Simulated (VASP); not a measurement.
**SrO: single point with PBEsol**

The system is SrO.

```
Sr O
1.0
     2.54389    2.54389    0.00000
    -2.54389    2.54389    0.00000
     0.00000    2.54389    2.54389
Sr O
1 1
Direct
  0.50000 0.50000 0.00000
  0.00000 0.00000 0.00000
```

* Program: VASP 6.6.1
* Task: single point
* Functional: PBEsol
* Potentials or basis: VASP PAW PBE potentials, release 64 (Sr_sv, O)
* Cutoff: 600 eV
* k mesh: 8 × 8 × 8
* Occupations: gaussian, width 0.01 eV
* Spin: no spin polarisation

The pressure is 2.6 GPa. The band gap on the k mesh is 3.13 eV (least direct gap 3.19 eV).

Levels at points of the mesh, in eV from the valence-band top:
| k point | band 5 | band 6 | band 7 | band 8 | band 9 | band 10 | band 11 | band 12 |
| --- | --- | --- | --- | --- | --- | --- | --- | --- |
| (0.00, 0.00, 0.00) | -13.75 | 0.00 | 0.00 | 0.00 | 4.05 | 6.23 | 6.23 | 6.23 |
| (0.50, 0.00, 0.00) | -12.54 | -2.29 | -1.22 | -1.22 | 6.63 | 8.54 | 9.03 | 9.03 |
| (0.50, 0.50, 0.00) | -14.16 | -0.38 | -0.06 | -0.06 | 3.13 | 8.01 | 10.41 | 10.50 |

Wall time 10 s on 1 thread of Intel(R) Xeon(R) 6975P-C (Granite Rapids), on a shared host, peak memory 0.18 GiB.

Caveat: the PAW data sets were made with another functional, which shifts forces and pressure a little. A k mesh can miss the band edges.
